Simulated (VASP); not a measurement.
# SbMo (rocksalt type) (Fm-3m) in VASP: a series of runs

The runs below take SbMo (rocksalt type) through single point, relaxation of cell and atoms, with LDA.

Program: VASP 6.6.1. These are calculated values, not measurements. Logs are shortened: lines on timing, memory, paths and dates and some standing lists are left out, and cuts for length are marked.

## 1. The cell of the first run

Symmetry: Fm-3m, No. 225, cubic system. Conventional cell: a = 5.418 Å, b = 5.418 Å, c = 5.418 Å, α = 90.00°, β = 90.00°, γ = 90.00°. Mo (site symmetry m-3m) has 6 Sb at 2.71 Å within 3.6 Å. Within 3.6 Å of Sb (site symmetry m-3m) lie 6 Mo at 2.71 Å.

## 2. Single point, LDA

INCAR

```
SYSTEM = SbMo
ALGO = Normal
EDIFF = 1E-6
ENCUT = 520
GGA = CA
ISIF = 2
ISMEAR = -1
LASPH = .True.
LCHARG = .False.
LREAL = .False.
LWAVE = .False.
NBANDS = 16
NELM = 60
PREC = Accurate
SIGMA = 0.1
```

KPOINTS

```
k-points
0
Gamma
  13 13 13
  0 0 0
```

POSCAR

```
SbMo
1.0
    0.0000000000      2.7088845096      2.7088845096
    2.7088845096      0.0000000000      2.7088845096
    2.7088845096      2.7088845096      0.0000000000
Mo Sb
1 1
Direct
    0.0000000000      0.0000000000      0.0000000000
    0.5000000000      0.5000000000      0.5000000000
```

Potentials or basis: VASP PAW LDA potentials, release 64 (Mo_sv, Sb).

On the command line:

```sh
> cat potpaw_LDA.64/Mo_sv/POTCAR potpaw_LDA.64/Sb/POTCAR > POTCAR
> mpirun -np 1 vasp_std > vasp.out
```

OUTCAR:

```text
SYSTEM = SbMo
   EDIFF = 1E-6
   ENCUT = 520
   GGA = CA
   ISIF = 2
   ISMEAR = -1
   LASPH = .True.
   LREAL = .False.
   NELM = 60
   PREC = Accurate

 ion  position               nearest neighbor table
   1  0.000  0.000  0.000-   2 2.71   2 2.71   2 2.71   2 2.71   2 2.71   2 2.71
   2  0.500  0.500  0.500-   1 2.71   1 2.71   1 2.71   1 2.71   1 2.71   1 2.71

  LATTYP: Found a face centered cubic cell.
 ALAT       =     5.4177690192

  Lattice vectors:

 A1 = (   0.0000000000,   2.7088845096,   2.7088845096)
 A2 = (   2.7088845096,   0.0000000000,   2.7088845096)
 A3 = (   2.7088845096,   2.7088845096,   0.0000000000)

Analysis of symmetry for initial positions (statically):
=====================================================================
 Subroutine PRICEL returns:
 Original cell was already a primitive cell.

 Routine SETGRP: Setting up the symmetry group for a
 face centered cubic supercell.

 Subroutine GETGRP returns: Found 48 space group operations
 (whereof 48 operations were pure point group operations)
 out of a pool of 48 trial point group operations.

The static configuration has the point symmetry O_h .

Analysis of symmetry for dynamics (positions and initial velocities):
=====================================================================
 Subroutine PRICEL returns:
 Original cell was already a primitive cell.

 Routine SETGRP: Setting up the symmetry group for a
 face centered cubic supercell.

 Subroutine GETGRP returns: Found 48 space group operations
 (whereof 48 operations were pure point group operations)
 out of a pool of 48 trial point group operations.

The dynamic configuration has the point symmetry O_h .

 Subroutine INISYM returns: Found 48 space group operations
 (whereof 48 operations are pure point group operations),
 and found     1 'primitive' translations

----------------------------------------------------------------------------------------

                                     Primitive cell

  volume of cell :      39.7559

  direct lattice vectors                    reciprocal lattice vectors
     0.000000000  2.708884510  2.708884510    -0.184577821  0.184577821  0.184577821
     2.708884510  0.000000000  2.708884510     0.184577821 -0.184577821  0.184577821
     2.708884510  2.708884510  0.000000000     0.184577821  0.184577821 -0.184577821

  length of vectors
     3.830941212  3.830941212  3.830941212     0.319698164  0.319698164  0.319698164

  position of ions in fractional coordinates (direct lattice)
     0.000000000  0.000000000  0.000000000
[... 73 lines left out ...]
   LNONCOLLINEAR =      F non collinear calculations
   LSORBIT =      F    spin-orbit coupling
   LASPH  =      T    aspherical Exc in radial PAW
   ENCUT  =  520.0 eV  38.22 Ry    6.18 a.u.   7.12  7.12  7.12*2*pi/ulx,y,z
   NELM   =     60;   NELMIN=  2; NELMDL= -5     # of ELM steps
   EDIFF  = 0.1E-05   stopping-criterion for ELM
   LREAL  =      F    real-space projection
   EDIFFG = 0.1E-04   stopping-criterion for IOM
   NSW    =      0    number of steps for IOM
   IBRION =     -1    ionic relax: 0-MD 1-quasi-New 2-CG
   NFREE  =      0    steps in history (QN), initial steepest desc. (CG)
   ISIF   =      2    stress and relaxation
   ISYM   =      2    0-nonsym 1-usesym 2-fastsym
   POTIM  = 0.5000    time-step for ionic-motion
   TEBEG  =    0.0;   TEEND  =   0.0 temperature during run
   PSTRESS=    0.0 pullay stress
   NELECT =      19.0000    total number of electrons
   NUPDOWN=      -1.0000    fix difference up-down
   EMIN   =  10.00;   EMAX   =-10.00  energy-range for DOS
   EFERMI =   0.00;   METHOD = LEGACY
   ISMEAR =    -1;   SIGMA  =   0.10  broadening in eV -4-tet -1-fermi 0-gaus
   EFERMI_NEDOS =   21; number of points for ismear=-14 and -15
   IALGO  =     38    algorithm
   IMIX   =      4    mixing-type and parameters
     AMIX     =   0.40;   BMIX     =  1.00
     AMIX_MAG =   1.60;   BMIX_MAG =  1.00
  volume/ion in A,a.u.               =      19.88       134.14
  Fermi-wavevector in a.u.,A,eV,Ry     =   1.279948  2.418750 22.289962  1.638266
  Thomas-Fermi vector in A             =   2.412404
   LORBIT       =      0    0 simple, 1 ext, 2 COOP (PROOUT), +10 PAW based schemes
   GGA     = CA    functional components
   LHFCALC =     F    Hartree Fock is set to
   AEXX    =    0.0000 exact exchange contribution
   IVDW    =     0    specifies the selected vdW correction
   LEPSILON=     F    determine dielectric tensor
   LRPA    =     F    only Hartree local field effects (RPA)
 non-spin polarized calculation
  energy-cutoff  :      520.00
  volume of cell :       39.76
 maximum number of plane-waves:      1079
   NGX = 15   NGY = 15   NGZ = 15

 number of electron      19.0000003 magnetization

 Free energy of the ion-electron system (eV)
  ---------------------------------------------------
  ext. energy  EPLUGINS =         0.00000000
  ---------------------------------------------------
  free energy    TOTEN  =       -15.46527299 eV

  energy without entropy =      -15.36428024  energy(sigma->0) =      -15.41477662

 E-fermi :  10.8052     XC(G=0): -11.8708

 val. band max:       10.7891097442   @ k =   0.4615   0.3846   0.0000
 cond. band min:      10.8125472045   @ k =   0.4615   0.3846   0.0769
 fundamental gap:      0.0234374603
 Fermi energy:        10.8051681456

 k-point     1 :       0.0000    0.0000    0.0000
  band No.  band energies     occupation
      1     -49.7220      2.00000
      2     -24.0447      2.00000
      3     -24.0447      2.00000
      4     -24.0447      2.00000
      5      -1.5099      2.00000
      6       9.2950      2.00000
[... 433 lines left out ...]
      3     -24.0533      2.00000
      4     -24.0508      2.00000
      5       0.7809      2.00000
      6       5.0657      2.00000
[... 8 lines left out ...]
     15      18.6530      0.00000
     16      19.8105      0.00000

 [... further k-points ...]
[... 5 lines left out ...]
  --------------------------------------------------------------------------------------
  -------------------------------------------------------------------------------------
  Total        0.0917869      0.0917869      0.0917869      0.0000000     -0.0000000      0.0000000
  in kB        3.6990476      3.6990476      3.6990476      0.0000000     -0.0000000      0.0000000
  external PRESSURE =       3.6990476 kB  Pullay stress =       0.0000000 kB

 VOLUME and BASIS-vectors are now :
 -----------------------------------------------------------------------------
  energy-cutoff  :      520.00
  volume of cell :       39.76
      direct lattice vectors                 reciprocal lattice vectors
     0.000000000  2.708884510  2.708884510    -0.184577821  0.184577821  0.184577821
     2.708884510  0.000000000  2.708884510     0.184577821 -0.184577821  0.184577821
     2.708884510  2.708884510  0.000000000     0.184577821  0.184577821 -0.184577821

 POSITION                                       TOTAL-FORCE (eV/Angst)
 -----------------------------------------------------------------------------------
      0.00000      0.00000      0.00000         0.000000      0.000000     -0.000000
      2.70888      2.70888      2.70888        -0.000000     -0.000000      0.000000
 -----------------------------------------------------------------------------------
    total drift:                               -0.000000      0.000000      0.000000

  FREE ENERGIE OF THE ION-ELECTRON SYSTEM (eV)
  ---------------------------------------------------
  free  energy   TOTEN  =       -15.4652729916 eV

  energy  without entropy=      -15.3642802392  energy(sigma->0) =      -15.41477662
```

OSZICAR:

```text
N       E                     dE             d eps       ncg     rms          rms(c)
DAV:   1     0.131962038219E+03    0.13196E+03   -0.88640E+03  2688   0.107E+03
DAV:   2    -0.130960542440E+02   -0.14506E+03   -0.14181E+03  3488   0.307E+02
DAV:   3    -0.158684837304E+02   -0.27724E+01   -0.27532E+01  3152   0.443E+01
DAV:   4    -0.158920814854E+02   -0.23598E-01   -0.23596E-01  3472   0.487E+00
DAV:   5    -0.158925298010E+02   -0.44832E-03   -0.44831E-03  3264   0.583E-01    0.121E+01
DAV:   6    -0.155055331956E+02    0.38700E+00   -0.20052E+00  2768   0.111E+01    0.328E+00
DAV:   7    -0.154737509344E+02    0.31782E-01   -0.13731E-01  2776   0.347E+00    0.290E+00
DAV:   8    -0.154654207955E+02    0.83301E-02   -0.16944E-02  3072   0.803E-01    0.244E-01
DAV:   9    -0.154653169429E+02    0.10385E-03   -0.33569E-04  2952   0.129E-01    0.120E-01
DAV:  10    -0.154652743549E+02    0.42588E-04   -0.71788E-05  3144   0.630E-02    0.311E-02
DAV:  11    -0.154652730833E+02    0.12716E-05   -0.55236E-06  3088   0.140E-02    0.453E-03
DAV:  12    -0.154652729916E+02    0.91668E-07   -0.33730E-07  2192   0.426E-03
   1 F= -.15465273E+02 E0= -.15414777E+02  d E =-.100993E+00
```

Run time: 22 s. Hardware: 1 thread of Intel Xeon Platinum 8559C (Emerald Rapids), shared host; peak memory 0.17 GiB.

What came out:

* Free energy: -15.4653 eV
* Pressure: 0.4 GPa
* Band gap on the k mesh: zero (an odd number of electrons rules out a gap without spin polarisation)

Levels at points of the mesh, in eV from the Fermi level:
```csv
k point,band 7,band 8,band 9,band 10,band 11,band 12,band 13,band 14
"(0.00, 0.00, 0.00)",-1.51,-1.51,-1.01,-1.01,1.27,1.27,1.27,6.99
```

Caveat: spin-orbit coupling is left out, which moves the levels of the heavy elements.

## 3. Single point, LDA (19.88 Å³/atom)

INCAR

```
PREC     = Accurate       # precision mode
ENCUT    = 520            # plane-wave cutoff, eV
EDIFF    = 1E-7           # SCF threshold, eV
ISMEAR   = -1             # smearing method
SIGMA    = 0.1            # smearing width, eV
LREAL    = F              # projectors in reciprocal space
LASPH    = T              # aspherical terms in the spheres
NELM     = 100            # most SCF steps
ALGO     = Normal         # electronic algorithm
ISIF     = 2              # what is computed and relaxed
LWAVE    = F              # write WAVECAR
LCHARG   = T              # write CHGCAR
LELF     = T              # ELF
LVHAR    = T            
NBANDS   = 16             # bands
```

KPOINTS

```
Automatic mesh
0
Gamma
  13 13 13
```

POSCAR is that of step 2.

Potentials or basis: VASP PAW LDA potentials, release 64 (Mo_sv, Sb).

On the command line:

```sh
> cat potpaw_LDA.64/Mo_sv/POTCAR potpaw_LDA.64/Sb/POTCAR > POTCAR
> mpirun -np 1 vasp_std > vasp.out
```

It took 22 s on 1 thread of Intel Xeon Platinum 8559C (Emerald Rapids), shared host; peak memory 0.18 GiB.

It converged, with:

```yaml
Free_energy: -15.4653 eV
Pressure: 0.4 GPa
Band_gap_on_the_k_mesh: zero (an odd number of electrons rules out a gap without spin polarisation)
```

Levels at points of the mesh, in eV from the Fermi level:
```tsv
k point	band 8	band 9	band 10	band 11	band 12	band 13
(0.00, 0.00, 0.00)	-1.51	-1.01	-1.01	1.27	1.27	1.27
```

Caveat: spin-orbit coupling is left out, which moves the levels of the heavy elements.

## 4. Relaxation of cell and atoms, LDA

This run uses another cell than the first one, of 21.92 Å³/atom.

INCAR

```
SYSTEM = SbMo
PREC = Accurate ; ENCUT = 600
EDIFF = 1E-7 ; ISMEAR = -1
SIGMA = 0.1 ; LREAL = .FALSE.
LASPH = .TRUE. ; NELM = 60
ALGO = Normal ; ISIF = 3
LWAVE = .FALSE. ; LCHARG = .FALSE.
GGA = CA ; IBRION = 2
NSW = 60 ; EDIFFG = -0.005
```

KPOINTS

```
regular mesh
0
G
  13 13 13
  0 0 0
```

POSCAR

```
SbMo
1.0
    0.0000000000      2.7988117696      2.7988117696
    2.7988117696      0.0000000000      2.7988117696
    2.7988117696      2.7988117696      0.0000000000
Mo Sb
1 1
Direct
    0.0000000000      0.0000000000      0.0000000000
    0.5000000000      0.5000000000      0.5000000000
```

On the command line:

```sh
> cat potpaw_LDA.64/Mo_sv/POTCAR potpaw_LDA.64/Sb/POTCAR > POTCAR
> mpirun -np 1 vasp_std > vasp.out
```

It took 1.9 min on 1 thread of Intel Xeon Platinum 8559C (Emerald Rapids), shared host; peak memory 0.21 GiB.

The run converged. Its results:

* Free energy: -15.4666 eV
* Relaxed volume: 19.93 Å³/atom
* Relaxed cell: a = 3.834 Å, b = 3.834 Å, c = 3.834 Å, α = 60.00°, β = 60.00°, γ = 60.00°
* Space group after relaxing (to 0.1 Å): Fm-3m (No. 225)
* Energy gained by relaxing: 75.4 meV/atom
* Ionic steps: 7
* Pressure after relaxing: 0.0 GPa
* Band gap on the k mesh: zero (an odd number of electrons rules out a gap without spin polarisation)

Step by step:
```csv
step,energy change (eV),largest force (eV/Å),pressure (GPa),volume (Å³)
1,0.0000,0.0000,-11.06,43.85
2,0.1997,0.0000,25.71,34.93
3,-0.1506,0.0000,-0.48,39.99
4,-0.1508,0.0000,-0.07,39.88
5,-0.1507,0.0000,0.21,39.80
6,-0.1507,0.0000,-0.27,39.93
7,-0.1508,0.0000,0.00,39.86
```

Final structure:
```cif
data_structure
_symmetry_space_group_name_H-M 'P 1'
_symmetry_Int_Tables_number 1
_cell_length_a 3.8342
_cell_length_b 3.8342
_cell_length_c 3.8342
_cell_angle_alpha 60.000
_cell_angle_beta 60.000
_cell_angle_gamma 60.000
_cell_volume 39.86
loop_
_atom_site_label
_atom_site_type_symbol
_atom_site_fract_x
_atom_site_fract_y
_atom_site_fract_z
_atom_site_occupancy
Mo1 Mo 0.00000 0.00000 0.00000 1
Sb1 Sb 0.50000 0.50000 0.50000 1
```

Levels at points of the mesh, in eV from the Fermi level:
| k point | band 6 | band 7 | band 8 | band 9 | band 10 | band 11 | band 12 | band 13 |
| --- | --- | --- | --- | --- | --- | --- | --- | --- |
| (0.00, 0.00, 0.00) | -1.50 | -1.50 | -1.50 | -1.01 | -1.01 | 1.27 | 1.27 | 1.27 |

Caveat: spin-orbit coupling is left out, which moves the levels of the heavy elements.
